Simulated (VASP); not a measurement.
# MnSi (Pm-3m) in VASP: single point with HF

Aim: the single point of MnSi with HF.

Program: VASP 6.6.1. These are calculated values, not measurements. Logs are shortened: lines on timing, memory, paths and dates and some standing lists are left out, and cuts for length are marked.

## 1. The cell of the first run

The structure is cubic, space group Pm-3m (No. 221). The conventional cell has a = 3.467 Å, b = 3.467 Å, c = 3.467 Å, α = 90.00°, β = 90.00°, γ = 90.00°. Within 4.0 Å of Mn (site symmetry m-3m) lie 8 Si at 3.00 Å and 6 Mn at 3.47 Å. Si (site symmetry m-3m) has 8 Mn at 3.00 Å and 6 Si at 3.47 Å within 4.0 Å.

## 2. Single point, HF, collinear spin, ferromagnetic start

File POSCAR:

```
MnSi
1.0
    3.4672203624      0.0000000000      0.0000000000
    0.0000000000      3.4672203624      0.0000000000
    0.0000000000      0.0000000000      3.4672203624
Mn Si
1 1
Direct
    0.5000000000      0.5000000000      0.5000000000
    0.0000000000      0.0000000000      0.0000000000
```

File INCAR.step1:

```
ALGO = Normal
EDIFF = 1E-5
ENCUT = 520
GGA = PE
ISIF = 2
ISMEAR = -1
ISPIN = 2
LASPH = T
LCHARG = F
LMAXMIX = 4
LORBIT = 11
LREAL = F
LWAVE = T
MAGMOM = 4 0
NBANDS = 20
NELM = 150
PREC = Accurate
SIGMA = 0.05
```

File INCAR.step2:

```
AEXX = 1.0
AGGAC = 0.0
ALDAC = 0.0
ALGO = Normal
EDIFF = 1E-6
ENCUT = 520
GGA = PE
ISIF = 2
ISMEAR = -1
ISPIN = 2
ISTART = 1
LASPH = T
LCHARG = F
LHFCALC = T
LMAXMIX = 4
LORBIT = 11
LREAL = F
LWAVE = F
MAGMOM = 4 0
NBANDS = 20
NELM = 150
PREC = Accurate
PRECFOCK = Normal
SIGMA = 0.05
```

File KPOINTS:

```
k-points
0
Gamma
  5 5 5
```

Potentials or basis: VASP PAW PBE potentials, release 64 (Mn_pv, Si).

The run is started by

```bash
$ cat potpaw_PBE.64/Mn_pv/POTCAR potpaw_PBE.64/Si/POTCAR > POTCAR
$ cp INCAR.step1 INCAR
$ mpirun -np 1 vasp_std > vasp.out
$ cp INCAR.step2 INCAR
$ mpirun -np 1 vasp_std > vasp.out
```

OUTCAR:

```text
AEXX = 1.0
   EDIFF = 1E-6
   ENCUT = 520
   GGA = PE
   ISIF = 2
   ISMEAR = -1
   ISPIN = 2
   ISTART = 1
   LASPH = T
   LHFCALC = T
   LORBIT = 11
   LREAL = F
   NELM = 150
   PREC = Accurate
   PRECFOCK = Normal

 ion  position               nearest neighbor table
   1  0.500  0.500  0.500-   2 3.00   2 3.00   2 3.00   2 3.00   2 3.00   2 3.00   2 3.00   2 3.00

   2  0.000  0.000  0.000-   1 3.00   1 3.00   1 3.00   1 3.00   1 3.00   1 3.00   1 3.00   1 3.00

  LATTYP: Found a simple cubic cell.
 ALAT       =     3.4672203624

  Lattice vectors:

 A1 = (   3.4672203624,   0.0000000000,   0.0000000000)
 A2 = (   0.0000000000,   3.4672203624,   0.0000000000)
 A3 = (   0.0000000000,   0.0000000000,   3.4672203624)

Analysis of symmetry for initial positions (statically):
=====================================================================
 Subroutine PRICEL returns:
 Original cell was already a primitive cell.

 Routine SETGRP: Setting up the symmetry group for a
 simple cubic supercell.

 Subroutine GETGRP returns: Found 48 space group operations
 (whereof 48 operations were pure point group operations)
 out of a pool of 48 trial point group operations.

The static configuration has the point symmetry O_h .

Analysis of symmetry for dynamics (positions and initial velocities):
=====================================================================
 Subroutine PRICEL returns:
 Original cell was already a primitive cell.

 Routine SETGRP: Setting up the symmetry group for a
 simple cubic supercell.

 Subroutine GETGRP returns: Found 48 space group operations
 (whereof 48 operations were pure point group operations)
 out of a pool of 48 trial point group operations.

The dynamic configuration has the point symmetry O_h .

Analysis of structural, dynamic, and magnetic symmetry:
=====================================================================
 Subroutine PRICEL returns:
 Original cell was already a primitive cell.

 Routine SETGRP: Setting up the symmetry group for a
 simple cubic supercell.

 Subroutine GETGRP returns: Found 48 space group operations
 (whereof 48 operations were pure point group operations)
 out of a pool of 48 trial point group operations.

The overall configuration has the point symmetry O_h .

 Subroutine INISYM returns: Found 48 space group operations
 (whereof 48 operations are pure point group operations),
 and found     1 'primitive' translations

----------------------------------------------------------------------------------------

                                     Primitive cell

  volume of cell :      41.6816

  direct lattice vectors                    reciprocal lattice vectors
     3.467220362  0.000000000  0.000000000     0.288415473  0.000000000  0.000000000
     0.000000000  3.467220362  0.000000000     0.000000000  0.288415473  0.000000000
     0.000000000  0.000000000  3.467220362     0.000000000  0.000000000  0.288415473

  length of vectors
     3.467220362  3.467220362  3.467220362     0.288415473  0.288415473  0.288415473

  position of ions in fractional coordinates (direct lattice)
     0.500000000  0.500000000  0.500000000
     0.000000000  0.000000000  0.000000000

  ion indices of the primitive-cell ions
   primitive index   ion index
                 1           1
                 2           2

----------------------------------------------------------------------------------------

 KPOINTS: k-points

Automatic generation of k-mesh.
 Grid dimensions read from file:
 generate k-points for:    5    5    5

 Generating k-lattice:

  Cartesian coordinates                     Fractional coordinates (reciprocal lattice)
     0.057683095  0.000000000  0.000000000     0.200000000  0.000000000  0.000000000
     0.000000000  0.057683095  0.000000000     0.000000000  0.200000000  0.000000000
     0.000000000  0.000000000  0.057683095     0.000000000  0.000000000  0.200000000

  Length of vectors
     0.057683095  0.057683095  0.057683095

  Shift w.r.t. Gamma in fractional coordinates (k-lattice)
     0.000000000  0.000000000  0.000000000

 Subroutine IBZKPT returns following result:
 ===========================================

 Found     10 irreducible k-points:

 Following reciprocal coordinates:
            Coordinates               Weight
  0.000000  0.000000  0.000000      1.000000
  0.200000  0.000000  0.000000      6.000000
  0.400000  0.000000  0.000000      6.000000
  0.200000  0.200000  0.000000     12.000000
  0.400000  0.200000  0.000000     24.000000
  0.400000  0.400000  0.000000     12.000000
  0.200000  0.200000  0.200000      8.000000
  0.400000  0.200000  0.200000     24.000000
  0.400000  0.400000  0.200000     24.000000
  0.400000  0.400000  0.400000      8.000000
   k-points           NKPTS =     10   k-points in BZ     NKDIM =    125   number of bands    NBANDS=     20
   number of dos      NEDOS =    301   number of ions     NIONS =      2
   total plane-waves  NPLWV =  21952
   dimension x,y,z NGX =    28 NGY =   28 NGZ =   28
   dimension x,y,z NGXF=    56 NGYF=   56 NGZF=   56
   ions per type =               1   1
   NGX,Y,Z   is equivalent  to a cutoff of  13.43, 13.43, 13.43 a.u.
   NGXF,Y,Z  is equivalent  to a cutoff of  26.85, 26.85, 26.85 a.u.
 SYSTEM =  unknown system
   PREC   = accura    normal or accurate (medium, high low for compatibility)
   ISTART =      1    job   : 0-new  1-cont  2-samecut
   ICHARG =      0    charge: 1-file 2-atom 10-const
   ISPIN  =      2    spin polarized calculation?
   LNONCOLLINEAR =      F non collinear calculations
   LSORBIT =      F    spin-orbit coupling
   LASPH  =      T    aspherical Exc in radial PAW
   ENCUT  =  520.0 eV  38.22 Ry    6.18 a.u.   6.45  6.45  6.45*2*pi/ulx,y,z
   NELM   =    150;   NELMIN=  2; NELMDL=  0     # of ELM steps
   EDIFF  = 0.1E-05   stopping-criterion for ELM
   LREAL  =      F    real-space projection
   EDIFFG = 0.1E-04   stopping-criterion for IOM
   NSW    =      0    number of steps for IOM
   IBRION =     -1    ionic relax: 0-MD 1-quasi-New 2-CG
   NFREE  =      0    steps in history (QN), initial steepest desc. (CG)
   ISIF   =      2    stress and relaxation
   ISYM   =      3    0-nonsym 1-usesym 2-fastsym
   POTIM  = 0.5000    time-step for ionic-motion
   TEBEG  =    0.0;   TEEND  =   0.0 temperature during run
   PSTRESS=    0.0 pullay stress
   NELECT =      17.0000    total number of electrons
   NUPDOWN=      -1.0000    fix difference up-down
   EMIN   =  10.00;   EMAX   =-10.00  energy-range for DOS
   EFERMI =   0.00;   METHOD = LEGACY
   ISMEAR =    -1;   SIGMA  =   0.05  broadening in eV -4-tet -1-fermi 0-gaus
   EFERMI_NEDOS =   21; number of points for ismear=-14 and -15
   IALGO  =     38    algorithm
   IMIX   =      1    mixing-type and parameters
     AMIX     =   0.40;   BMIX     =  1.00
     AMIX_MAG =   1.60;   BMIX_MAG =  1.00
  volume/ion in A,a.u.               =      20.84       140.64
  Fermi-wavevector in a.u.,A,eV,Ry     =   1.214068  2.294256 20.054460  1.473961
  Thomas-Fermi vector in A             =   2.349500
   LORBIT       =     11    0 simple, 1 ext, 2 COOP (PROOUT), +10 PAW based schemes
   GGA     = PE    functional components
   LHFCALC =     T    Hartree Fock is set to
   PRECFOCK=normal    Normal, Fast or Accurate (Low or Medium for compatibility)
   ENCUT4O =  -1.0   cutoff for four orbital integrals eV
   NKREDX  =     1    reduce k-point grid by
   NKREDY  =     1    reduce k-point grid by
   NKREDZ  =     1    reduce k-point grid by
   AEXX    =    1.0000 exact exchange contribution
   HFSCREEN=    0.0000 screening length (either q_TF or 0.3 A-1)
   HFSCREENC=   0.0000 screening length for correlation (either q_TF or 0.3 A-1)
   ENCUTFOCK=  -1.0 apply spherical cutoff to Coloumb kernel
   IVDW    =     0    specifies the selected vdW correction
   LEPSILON=     F    determine dielectric tensor
   LRPA    =     F    only Hartree local field effects (RPA)
 spin polarized calculation
  energy-cutoff  :      520.00
  volume of cell :       41.68
 maximum number of plane-waves:      1141
 NGX is ok and might be reduce to    28
  NGX = 20; NGY = 20; NGZ = 20

 number of electron      16.9999996 magnetization       4.0078069

 Free energy of the ion-electron system (eV)
  ---------------------------------------------------
  ext. energy  EPLUGINS =         0.00000000
  ---------------------------------------------------
  free energy    TOTEN  =       -40.81360182 eV

  energy without entropy =      -40.81359956  energy(sigma->0) =      -40.81360069

 E-fermi :   7.6873     XC(G=0):   0.0000

 val. band max:        7.1453950575   @ k =   0.4000   0.4000   0.0000
 cond. band min:       8.2435233953   @ k =   0.2000   0.2000   0.2000
 fundamental gap:      1.0981283378
 Fermi energy:         7.6872680824

 spin component 1

 k-point     1 :       0.0000    0.0000    0.0000
  band No.  band energies     occupation
      1     -64.2095      1.00000
      2     -64.2095      1.00000
      3     -64.2095      1.00000
      4      -9.6640      1.00000
      5      -7.3018      1.00000
      6      -7.3018      1.00000
[... 12 lines left out ...]
     19      27.0526      0.00000
[... 190 lines left out ...]
      3     -64.2167      1.00000
      4      -7.4134      1.00000
      5      -7.2559      1.00000
      6      -7.2559      1.00000
[... 12 lines left out ...]
     19      30.6815      0.00000
     20      32.7362      0.00000
 Fermi energy:         7.6872680824

 spin component 2

 k-point     1 :       0.0000    0.0000    0.0000
  band No.  band energies     occupation
      1     -51.0395      1.00000
      2     -51.0395      1.00000
      3     -51.0395      1.00000
      4     -11.0149      1.00000
      5       9.4975      0.00000
      6       9.4975      0.00000
[... 12 lines left out ...]
     19      27.7960      0.00000
[... 191 lines left out ...]
      4      -4.8394      1.00000
      5       0.8980      1.00000
      6       0.8980      1.00000
[... 12 lines left out ...]
     19      31.4299      0.00000
     20      32.6617      0.00000

------------------------ aborting loop because EDIFF is reached ----------------------------------------

  FORCE on cell =-STRESS in cart. coord.  units (eV):
  Direction    XX          YY          ZZ          XY          YZ          ZX
  --------------------------------------------------------------------------------------
  -------------------------------------------------------------------------------------
  Total        0.1843621      0.1843621      0.1843621     -0.0000000      0.0000000     -0.0000000
  in kB        7.0865990      7.0865990      7.0865990     -0.0000000      0.0000000     -0.0000000
  external PRESSURE =       7.0865990 kB  Pullay stress =       0.0000000 kB

 VOLUME and BASIS-vectors are now :
 -----------------------------------------------------------------------------
  energy-cutoff  :      520.00
  volume of cell :       41.68
      direct lattice vectors                 reciprocal lattice vectors
     3.467220362  0.000000000  0.000000000     0.288415473  0.000000000  0.000000000
     0.000000000  3.467220362  0.000000000     0.000000000  0.288415473  0.000000000
     0.000000000  0.000000000  3.467220362     0.000000000  0.000000000  0.288415473

 POSITION                                       TOTAL-FORCE (eV/Angst)
 -----------------------------------------------------------------------------------
      1.73361      1.73361      1.73361         0.000000      0.000000      0.000000
      0.00000      0.00000      0.00000         0.000000      0.000000      0.000000
 -----------------------------------------------------------------------------------
    total drift:                               -0.000000      0.000000      0.000000

  FREE ENERGIE OF THE ION-ELECTRON SYSTEM (eV)
  ---------------------------------------------------
  free  energy   TOTEN  =       -40.8136018154 eV

  energy  without entropy=      -40.8135995553  energy(sigma->0) =      -40.81360069

 total charge

# of ion       s       p       d       tot
------------------------------------------
    1        0.266   6.134   4.826  11.226
    2        0.968   0.736   0.000   1.704
--------------------------------------------------
tot          1.234   6.870   4.826  12.930

 magnetization (x)

# of ion       s       p       d       tot
------------------------------------------
    1        0.043   0.011   4.646   4.700
    2       -0.044  -0.279   0.000  -0.323
--------------------------------------------------
tot         -0.001  -0.268   4.646   4.377
```

Wall time 24 min (1 thread of AMD EPYC 9R45 (Zen 5), shared host); peak memory 0.16 GiB.

Results:

```yaml
Free_energy: -40.8136 eV
Pressure: 0.7 GPa
Net_moment: 4.01 μB per cell
Site_moments: Mn +4.70; Si -0.32 μB
Valence_electrons_inside_the_program's_atomic_spheres: Mn 11.23; Si 1.70
```

Caveat: the k points lie up to 0.36 Å⁻¹ apart; the PAW data sets were made with another functional, which shifts forces and pressure a little.
